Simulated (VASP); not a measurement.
Runs of VASP 6.6.1 on PbS. The structure is that of space group P6_3/mmc (No. 194), or close to it. The cells are those of the table. 

| level | cell | gap on the mesh (eV) | pressure (GPa) |
| --- | --- | --- | --- |
| PBE | a = 4.235, b = 4.235, c = 7.504 Å, angles 90.0, 90.0, 120.0°, 4 atoms | 0.20 | (a) |
| r2SCAN | a = 4.123, b = 4.123, c = 7.334 Å, angles 90.0, 90.0, 120.0°, 4 atoms | 0.25 | (b) |
| PBE | a = 4.069, b = 4.069, c = 7.209 Å, angles 90.0, 90.0, 120.0°, 4 atoms | 0.05 | (c) |
| r2SCAN | a = 4.039, b = 4.039, c = 7.184 Å, angles 90.0, 90.0, 120.0°, 4 atoms | none | 3.9 |
| r2SCAN | a = 4.082, b = 4.082, c = 7.260 Å, angles 90.0, 90.0, 120.0°, 4 atoms | 0.11 | 1.8 |

Alike in all rows: task single point; potentials or basis VASP PAW PBE potentials, release 64 (Pb_d, S); no spin polarisation; k mesh 6 × 6 × 4; cutoff (eV) 520; smearing fermi-dirac 0.02 eV.

Fill in the values left out.

(a) -2.7; (b) 0.0; (c) 3.5.

Caveats: spin-orbit coupling is left out, which moves the levels of the heavy elements; the PAW data sets were made with another functional, which shifts forces and pressure a little (at least some runs); the cell stands under pressure (at least some runs); semilocal functionals underestimate gaps, so a narrow gap can read as zero (at least some runs).

A k mesh can miss the band edges, and the runs leave out spin-orbit coupling on Pb.

A gap of «none» marks levels without a gap at the run's occupations.
